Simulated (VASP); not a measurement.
# Ca (Im-3m) in VASP: a series of runs

Runs on Ca. Level: PBEsol. Tasks: single point, relaxation of cell and atoms.

Program: VASP 6.6.1. These are calculated values, not measurements. Logs are shortened: lines on timing, memory, paths and dates and some standing lists are left out, and cuts for length are marked.

## Step 1: The cell of the first run

The structure is cubic, space group Im-3m (No. 229). Conventional cell: a = 4.297 Å, b = 4.297 Å, c = 4.297 Å, α = 90.00°, β = 90.00°, γ = 90.00°. Ca (site symmetry m-3m) has 14 Ca at 3.72 to 4.30 Å within 4.9 Å.

## Step 2: Single point, PBEsol

File INCAR:

```
ALGO = Normal
EDIFF = 1E-7
ENCUT = 520
GGA = PS
ISIF = 2
ISMEAR = -1
LASPH = T
LCHARG = F
LREAL = F
LWAVE = F
NBANDS = 11
NELM = 80
PREC = Accurate
SIGMA = 0.08
```

File KPOINTS:

```
k-points
0
Gamma
  13 13 13
```

File POSCAR:

```
Ca
1.0
   -2.1484068584      2.1484068584      2.1484068584
    2.1484068584     -2.1484068584      2.1484068584
    2.1484068584      2.1484068584     -2.1484068584
Ca
1
Direct
    0.0000000000      0.0000000000      0.0000000000
```

Potentials or basis: VASP PAW PBE potentials, release 64 (Ca_sv).

Run with:

```bash
$ cat potpaw_PBE.64/Ca_sv/POTCAR > POTCAR
$ mpirun -np 1 vasp_std > vasp.out
```

OUTCAR:

```text
EDIFF = 1E-7
   ENCUT = 520
   GGA = PS
   ISIF = 2
   ISMEAR = -1
   LASPH = T
   LREAL = F
   NELM = 80
   PREC = Accurate

 ion  position               nearest neighbor table
   1  0.000  0.000  0.000-

  LATTYP: Found a body centered cubic cell.
 ALAT       =     4.2968137168

  Lattice vectors:

 A1 = (  -2.1484068584,   2.1484068584,   2.1484068584)
 A2 = (   2.1484068584,  -2.1484068584,   2.1484068584)
 A3 = (   2.1484068584,   2.1484068584,  -2.1484068584)

Analysis of symmetry for initial positions (statically):
=====================================================================
 Subroutine PRICEL returns:
 Original cell was already a primitive cell.

 Routine SETGRP: Setting up the symmetry group for a
 body centered cubic supercell.

 Subroutine GETGRP returns: Found 48 space group operations
 (whereof 48 operations were pure point group operations)
 out of a pool of 48 trial point group operations.

The static configuration has the point symmetry O_h .

Analysis of symmetry for dynamics (positions and initial velocities):
=====================================================================
 Subroutine PRICEL returns:
 Original cell was already a primitive cell.

 Routine SETGRP: Setting up the symmetry group for a
 body centered cubic supercell.

 Subroutine GETGRP returns: Found 48 space group operations
 (whereof 48 operations were pure point group operations)
 out of a pool of 48 trial point group operations.

The dynamic configuration has the point symmetry O_h .

 Subroutine INISYM returns: Found 48 space group operations
 (whereof 48 operations are pure point group operations),
 and found     1 'primitive' translations

----------------------------------------------------------------------------------------

                                     Primitive cell

  volume of cell :      39.6652

  direct lattice vectors                    reciprocal lattice vectors
    -2.148406858  2.148406858  2.148406858     0.000000000  0.232730592  0.232730592
     2.148406858 -2.148406858  2.148406858     0.232730592  0.000000000  0.232730592
     2.148406858  2.148406858 -2.148406858     0.232730592  0.232730592  0.000000000

  length of vectors
     3.721149834  3.721149834  3.721149834     0.329130760  0.329130760  0.329130760

  position of ions in fractional coordinates (direct lattice)
     0.000000000  0.000000000  0.000000000

  ion indices of the primitive-cell ions
   primitive index   ion index
                 1           1

----------------------------------------------------------------------------------------

 KPOINTS: k-points

Automatic generation of k-mesh.
 Grid dimensions read from file:
 generate k-points for:   13   13   13

 Generating k-lattice:

  Cartesian coordinates                     Fractional coordinates (reciprocal lattice)
     0.000000000  0.017902353  0.017902353     0.076923077  0.000000000  0.000000000
     0.017902353  0.000000000  0.017902353     0.000000000  0.076923077  0.000000000
     0.017902353  0.017902353  0.000000000     0.000000000  0.000000000  0.076923077

  Length of vectors
     0.025317751  0.025317751  0.025317751

  Shift w.r.t. Gamma in fractional coordinates (k-lattice)
     0.000000000  0.000000000  0.000000000

 Subroutine IBZKPT returns following result:
 ===========================================

 Found     84 irreducible k-points:

 Following reciprocal coordinates:
            Coordinates               Weight
  0.000000  0.000000  0.000000      1.000000
  0.076923  0.000000  0.000000     12.000000
  0.153846  0.000000  0.000000     12.000000
  0.230769  0.000000  0.000000     12.000000
  0.307692  0.000000  0.000000     12.000000
  0.384615  0.000000  0.000000     12.000000
[... 16 lines left out ...]
  0.153846  0.076923  0.076923     24.000000
  0.230769  0.076923  0.076923     24.000000
 [... further k-points ...]
   k-points           NKPTS =     84   k-points in BZ     NKDIM =     84   number of bands    NBANDS=     11
   number of dos      NEDOS =    301   number of ions     NIONS =      1
   total plane-waves  NPLWV =  21952
   dimension x,y,z NGX =    28 NGY =   28 NGZ =   28
   dimension x,y,z NGXF=    56 NGYF=   56 NGZF=   56
   ions per type =               1
   NGX,Y,Z   is equivalent  to a cutoff of  12.51, 12.51, 12.51 a.u.
   NGXF,Y,Z  is equivalent  to a cutoff of  25.02, 25.02, 25.02 a.u.
 SYSTEM =  unknown system
   PREC   = accura    normal or accurate (medium, high low for compatibility)
   ISTART =      0    job   : 0-new  1-cont  2-samecut
   ICHARG =      2    charge: 1-file 2-atom 10-const
   ISPIN  =      1    spin polarized calculation?
   LNONCOLLINEAR =      F non collinear calculations
   LSORBIT =      F    spin-orbit coupling
   LASPH  =      T    aspherical Exc in radial PAW
   ENCUT  =  520.0 eV  38.22 Ry    6.18 a.u.   6.92  6.92  6.92*2*pi/ulx,y,z
   NELM   =     80;   NELMIN=  2; NELMDL= -5     # of ELM steps
   EDIFF  = 0.1E-06   stopping-criterion for ELM
   LREAL  =      F    real-space projection
   EDIFFG = 0.1E-05   stopping-criterion for IOM
   NSW    =      0    number of steps for IOM
   IBRION =     -1    ionic relax: 0-MD 1-quasi-New 2-CG
   NFREE  =      0    steps in history (QN), initial steepest desc. (CG)
   ISIF   =      2    stress and relaxation
   ISYM   =      2    0-nonsym 1-usesym 2-fastsym
   POTIM  = 0.5000    time-step for ionic-motion
   TEBEG  =    0.0;   TEEND  =   0.0 temperature during run
   PSTRESS=    0.0 pullay stress
   NELECT =      10.0000    total number of electrons
   NUPDOWN=      -1.0000    fix difference up-down
   EMIN   =  10.00;   EMAX   =-10.00  energy-range for DOS
   EFERMI =   0.00;   METHOD = LEGACY
   ISMEAR =    -1;   SIGMA  =   0.08  broadening in eV -4-tet -1-fermi 0-gaus
   EFERMI_NEDOS =   21; number of points for ismear=-14 and -15
   IALGO  =     38    algorithm
   IMIX   =      4    mixing-type and parameters
     AMIX     =   0.40;   BMIX     =  1.00
     AMIX_MAG =   1.60;   BMIX_MAG =  1.00
  volume/ion in A,a.u.               =      39.67       267.67
  Fermi-wavevector in a.u.,A,eV,Ry     =   1.034201  1.954357 14.552408  1.069572
  Thomas-Fermi vector in A             =   2.168485
   LORBIT       =      0    0 simple, 1 ext, 2 COOP (PROOUT), +10 PAW based schemes
   GGA     = PS    functional components
   LHFCALC =     F    Hartree Fock is set to
   AEXX    =    0.0000 exact exchange contribution
   IVDW    =     0    specifies the selected vdW correction
   LEPSILON=     F    determine dielectric tensor
   LRPA    =     F    only Hartree local field effects (RPA)
 non-spin polarized calculation
  energy-cutoff  :      520.00
  volume of cell :       39.67
 maximum number of plane-waves:      1088
   NGX = 13   NGY = 13   NGZ = 13

 number of electron      10.0000000 magnetization

 Free energy of the ion-electron system (eV)
  ---------------------------------------------------
  ext. energy  EPLUGINS =         0.00000000
  ---------------------------------------------------
  free energy    TOTEN  =        -2.13324099 eV

  energy without entropy =       -2.10251439  energy(sigma->0) =       -2.11787769

 E-fermi :   2.1841     XC(G=0):  -8.0072

 val. band max:        2.1816342362   @ k =  -0.4615  -0.4615   0.3077
 cond. band min:       2.1890345493   @ k =  -0.4615  -0.4615   0.1538
 fundamental gap:      0.0074003132
 Fermi energy:         2.1840679300

 k-point     1 :       0.0000    0.0000    0.0000
  band No.  band energies     occupation
      1     -39.5419      2.00000
      2     -20.5236      2.00000
      3     -20.5236      2.00000
      4     -20.5236      2.00000
      5      -2.0006      2.00000
      6       4.5610      0.00000
      7       4.5610      0.00000
      8       4.5610      0.00000
      9       5.6992      0.00000
     10       5.6992      0.00000
     11      12.7170      0.00000

 k-point     2 :       0.0769    0.0000    0.0000
  band No.  band energies     occupation
      1     -39.5407      2.00000
      2     -20.5341      2.00000
      3     -20.5270      2.00000
      4     -20.5236      2.00000
      5      -1.8874      2.00000
      6       4.4885      0.00000
      7       4.5167      0.00000
      8       4.6486      0.00000
      9       5.6118      0.00000
     10       5.7009      0.00000
     11      12.6257      0.00000

 k-point     3 :       0.1538    0.0000    0.0000
  band No.  band energies     occupation
      1     -39.5375      2.00000
      2     -20.5631      2.00000
      3     -20.5365      2.00000
      4     -20.5236      2.00000
      5      -1.5553      2.00000
      6       4.2987      0.00000
      7       4.3143      0.00000
      8       4.9058      0.00000
      9       5.4840      0.00000
     10       5.7138      0.00000
     11      12.0278      0.00000

 k-point     4 :       0.2308    0.0000    0.0000
  band No.  band energies     occupation
      1     -39.5329      2.00000
      2     -20.6035      2.00000
      3     -20.5498      2.00000
      4     -20.5236      2.00000
      5      -1.0273      2.00000
      6       3.9005      0.00000
      7       4.0544      0.00000
      8       5.3134      0.00000
      9       5.4844      0.00000
     10       5.7537      0.00000
     11      10.8252      0.00000
[... 239 lines left out ...]
 k-point    22 :       0.0769    0.0769    0.0769
  band No.  band energies     occupation
      1     -39.5356      2.00000
      2     -20.5834      2.00000
      3     -20.5311      2.00000
      4     -20.5311      2.00000
      5      -1.3395      2.00000
      6       4.1300      0.00000
      7       4.1300      0.00000
      8       5.1405      0.00000
      9       5.6164      0.00000
     10       5.6164      0.00000
     11      11.9558      0.00000

 k-point    23 :       0.1538    0.0769    0.0769
  band No.  band energies     occupation
      1     -39.5315      2.00000
      2     -20.6177      2.00000
      3     -20.5449      2.00000
      4     -20.5318      2.00000
      5      -0.8210      2.00000
      6       3.7664      0.00000
      7       3.8594      0.00000
      8       5.5542      0.00000
      9       5.5941      0.00000
     10       5.7429      0.00000
     11      10.8425      0.00000

 k-point    24 :       0.2308    0.0769    0.0769
  band No.  band energies     occupation
      1     -39.5271      2.00000
      2     -20.6506      2.00000
      3     -20.5626      2.00000
      4     -20.5325      2.00000
      5      -0.1484      2.00000
      6       3.3173      0.00000
      7       3.6255      0.00000
      8       5.6416      0.00000
      9       5.8523      0.00000
     10       6.0629      0.00000
     11       9.4606      0.00000

 [... further k-points ...]

------------------------ aborting loop because EDIFF is reached ----------------------------------------

  FORCE on cell =-STRESS in cart. coord.  units (eV):
  Direction    XX          YY          ZZ          XY          YZ          ZX
  --------------------------------------------------------------------------------------
  -------------------------------------------------------------------------------------
  Total        0.0888530      0.0888530      0.0888530      0.0000000      0.0000000     -0.0000000
  in kB        3.5889978      3.5889978      3.5889978      0.0000000      0.0000000     -0.0000000
  external PRESSURE =       3.5889978 kB  Pullay stress =       0.0000000 kB

 VOLUME and BASIS-vectors are now :
 -----------------------------------------------------------------------------
  energy-cutoff  :      520.00
  volume of cell :       39.67
      direct lattice vectors                 reciprocal lattice vectors
    -2.148406858  2.148406858  2.148406858     0.000000000  0.232730592  0.232730592
     2.148406858 -2.148406858  2.148406858     0.232730592  0.000000000  0.232730592
     2.148406858  2.148406858 -2.148406858     0.232730592  0.232730592  0.000000000

 POSITION                                       TOTAL-FORCE (eV/Angst)
 -----------------------------------------------------------------------------------
      0.00000      0.00000      0.00000        -0.000000      0.000000      0.000000
 -----------------------------------------------------------------------------------
    total drift:                               -0.000000     -0.000000     -0.000000

  FREE ENERGIE OF THE ION-ELECTRON SYSTEM (eV)
  ---------------------------------------------------
  free  energy   TOTEN  =        -2.1332409906 eV

  energy  without entropy=       -2.1025143919  energy(sigma->0) =       -2.11787769
```

It took 36 s on 1 thread of Intel Xeon Platinum 8375C at 2.90GHz (Ice Lake), shared host; peak memory 0.17 GiB.

What came out:

| Quantity | Value |
| --- | --- |
| Free energy | -2.1332 eV |
| Pressure | 0.4 GPa |
| Band gap on the k mesh | zero (band 5 reaches 2.40 eV, above the bottom of band 6 at 2.19 eV) |

Levels at points of the mesh, in eV from the Fermi level:
```csv
k point,band 1,band 2,band 3,band 4,band 5,band 6,band 7,band 8,band 9,band 10
"(0.00, 0.00, 0.00)",-41.73,-22.71,-22.71,-22.71,-4.18,2.38,2.38,2.38,3.52,3.52
```

Caveat: the PAW data sets were made with another functional, which shifts forces and pressure a little.

## Step 3: Relaxation of cell and atoms, PBEsol, target pressure 0.35 GPa, at which the enthalpy is minimised

File INCAR:

```
PREC = Accurate ; ENCUT = 600
EDIFF = 1E-6 ; ISMEAR = -1
SIGMA = 0.08 ; LREAL = F
LASPH = T ; NELM = 60
ALGO = Normal ; ISIF = 3
LWAVE = F ; LCHARG = F
GGA = PS ; IBRION = 2
NSW = 32 ; EDIFFG = -0.005
PSTRESS = 3.5
```

File KPOINTS:

```
Automatic mesh
0
Gamma
  13 13 13
```

POSCAR is that of step 2.

Potentials or basis: VASP PAW PBE potentials, release 64 (Ca_sv).

Run with:

```bash
$ cat potpaw_PBE.64/Ca_sv/POTCAR > POTCAR
$ mpirun -np 1 vasp_std > vasp.out
```

Wall time 84 s (1 thread of Intel Xeon Platinum 8375C at 2.90GHz (Ice Lake), shared host); peak memory 0.19 GiB.

The run converged. Its results:

| Quantity | Value |
| --- | --- |
| Free energy | -2.1336 eV |
| Relaxed volume | 39.74 Å³/atom |
| Relaxed cell | a = 3.724 Å, b = 3.724 Å, c = 3.724 Å, α = 109.47°, β = 109.47°, γ = 109.47° |
| Space group after relaxing (to 0.05 Å) | Im-3m (No. 229) |
| Energy change on relaxing (the enthalpy is what falls) | -0.2 meV/atom |
| Ionic steps | 4 |
| Pressure after relaxing | 0.3 GPa |
| Band gap on the k mesh | zero (band 5 reaches 2.39 eV, above the bottom of band 6 at 2.18 eV) |

Step by step:
```tsv
step	energy change (eV)	largest force (eV/Å)	pressure (GPa)	volume (Å³)
1	0.0000	0.0000	0.38	39.67
2	-0.0001	0.0000	0.37	39.70
3	-0.0003	0.0000	0.31	39.82
4	-0.0002	0.0000	0.35	39.74
```

Final structure:
```xyz
1
Lattice="-2.1498 2.1498 2.1498 2.1498 -2.1498 2.1498 2.1498 2.1498 -2.1498" Properties=species:S:1:pos:R:3 pbc="T T T"
Ca    0.0000    0.0000    0.0000
```

Levels at points of the mesh, in eV from the Fermi level:
| k point | band 1 | band 2 | band 3 | band 4 | band 5 | band 6 | band 7 | band 8 | band 9 |
| --- | --- | --- | --- | --- | --- | --- | --- | --- | --- |
| (0.00, 0.00, 0.00) | -41.73 | -22.71 | -22.71 | -22.71 | -4.18 | 2.37 | 2.37 | 2.37 | 3.51 |

Caveat: the cell is relaxed towards a set pressure, so the enthalpy falls and the energy may rise; the PAW data sets were made with another functional, which shifts forces and pressure a little.

## Step 4: Relaxation of cell and atoms, PBEsol, target pressure 0.35 GPa, at which the enthalpy is minimised

This run uses another cell than the first one, of 39.83 Å³/atom, 1.004 times its volume.

File INCAR:

```
SYSTEM = Ca
  PREC = Accurate
  ENCUT = 600
  EDIFF = 1E-7
  ISMEAR = -1
  SIGMA = 0.08
  LREAL = .FALSE.
  LASPH = .TRUE.
  NELM = 60
  ALGO = Normal
  ISIF = 3
  LWAVE = .FALSE.
  LCHARG = .FALSE.
  GGA = PS
  IBRION = 2
  NSW = 60
  EDIFFG = -0.005
  PSTRESS = 3.5
```

File KPOINTS:

```
regular mesh
0
G
  13 13 13
  0 0 0
```

File POSCAR:

```
Ca
1.0
   -2.1514060210      2.1514060210      2.1514060210
    2.1514060210     -2.1514060210      2.1514060210
    2.1514060210      2.1514060210     -2.1514060210
Ca
1
Direct
    0.0000000000      0.0000000000      0.0000000000
```

Run with:

```bash
$ cat potpaw_PBE.64/Ca_sv/POTCAR > POTCAR
$ mpirun -np 1 vasp_std > vasp.out
```

Wall time 65 s (1 thread of Intel Xeon Platinum 8375C at 2.90GHz (Ice Lake), shared host); peak memory 0.19 GiB.

Results (log left out):

| Quantity | Value |
| --- | --- |
| Free energy | -2.1336 eV |
| Relaxed volume | 39.77 Å³/atom |
| Relaxed cell | a = 3.724 Å, b = 3.724 Å, c = 3.724 Å, α = 109.47°, β = 109.47°, γ = 109.47° |
| Space group after relaxing (to 0.05 Å) | Im-3m (No. 229) |
| Energy change on relaxing (the enthalpy is what falls) | +0.1 meV/atom |
| Ionic steps | 2 |
| Pressure after relaxing | 0.3 GPa |
| Band gap on the k mesh | zero (band 5 reaches 2.39 eV, above the bottom of band 6 at 2.18 eV) |

The path:
| step | energy change (eV) | largest force (eV/Å) | pressure (GPa) | volume (Å³) |
| --- | --- | --- | --- | --- |
| 1 | 0.0000 | 0.0000 | 0.30 | 39.83 |
| 2 | 0.0001 | 0.0000 | 0.33 | 39.77 |

Final structure:
```yaml
crystal:
  lattice:
    - [-2.15021, 2.15021, 2.15021]
    - [2.15021, -2.15021, 2.15021]
    - [2.15021, 2.15021, -2.15021]
  atoms:
    - { symbol: Ca, position: [0.00000, 0.00000, 0.00000] }
```

Levels at points of the mesh, in eV from the Fermi level:
```tsv
k point	band 2	band 3	band 4	band 5	band 6	band 7	band 8	band 9
(0.00, 0.00, 0.00)	-22.71	-22.71	-22.71	-4.18	2.37	2.37	2.37	3.51
```

Caveat: the cell is relaxed towards a set pressure, so the enthalpy falls and the energy may rise; the PAW data sets were made with another functional, which shifts forces and pressure a little.

## Step 5: Overview

| task | cell | cutoff (eV) | gap on the mesh (eV) | pressure (GPa) |
| --- | --- | --- | --- | --- |
| single point | a = 3.721 Å, angles 109.5°, 1 atom | 520 | none | 0.4 |
| relaxation of cell and atoms | relaxed to 0.35 GPa from a = 3.721 Å, angles 109.5°, 1 atom | 600 | none | 0.3 |
| relaxation of cell and atoms | relaxed to 0.35 GPa from a = 3.726 Å, angles 109.5°, 1 atom | 600 | none | 0.3 |

Alike in all rows: level PBEsol; potentials or basis VASP PAW PBE potentials, release 64 (Ca_sv); no spin polarisation; k mesh 13 × 13 × 13; smearing fermi-dirac 0.08 eV.

Caveats: the PAW data sets were made with another functional, which shifts forces and pressure a little; the cell is relaxed towards a set pressure, so the enthalpy falls and the energy may rise (some runs).

Total energies depend on the potentials used, so only differences within one code and one set of settings carry meaning.
